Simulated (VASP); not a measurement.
Input of a VASP 6.6.1 run:

Contents of INCAR:

```
PREC     = Accurate       # precision mode
ENCUT    = 520            # plane-wave cutoff, eV
EDIFF    = 1E-6           # SCF threshold, eV
ISMEAR   = -1             # smearing method
SIGMA    = 0.05           # smearing width, eV
LREAL    = F              # projectors in reciprocal space
LASPH    = T              # aspherical terms in the spheres
NELM     = 60             # most SCF steps
ALGO     = Normal         # electronic algorithm
ISIF     = 2              # what is computed and relaxed
LWAVE    = F              # write WAVECAR
LCHARG   = F              # write CHGCAR
GGA      = PS             # functional
NBANDS   = 24             # bands
```

File KPOINTS:

```
regular mesh
0
Gamma
  8 8 8
```

File POSCAR:

```
AlNi3
1.0
    0.0000000000      2.8018887551      2.8018887551
    2.8018887551      0.0000000000      2.8018887551
    2.8018887551      2.8018887551      0.0000000000
Ni Al
3 1
Direct
    0.7500000000      0.7500000000      0.7500000000
    0.0000000000      0.0000000000      0.0000000000
    0.2500000000      0.2500000000      0.2500000000
    0.5000000000      0.5000000000      0.5000000000
```

Potentials or basis: VASP PAW PBE potentials, release 64 (Ni, Al).

Launch:

```console
$ cat potpaw_PBE.64/Ni/POTCAR potpaw_PBE.64/Al/POTCAR > POTCAR
$ mpirun -np 1 vasp_std > vasp.out
```

Task: Predict the pressure.

Result: -0.6 GPa.

Caveat: the PAW data sets were made with another functional, which shifts forces and pressure a little. Spin polarisation is off, so any magnetic state and its effect on volume and gap are missing.
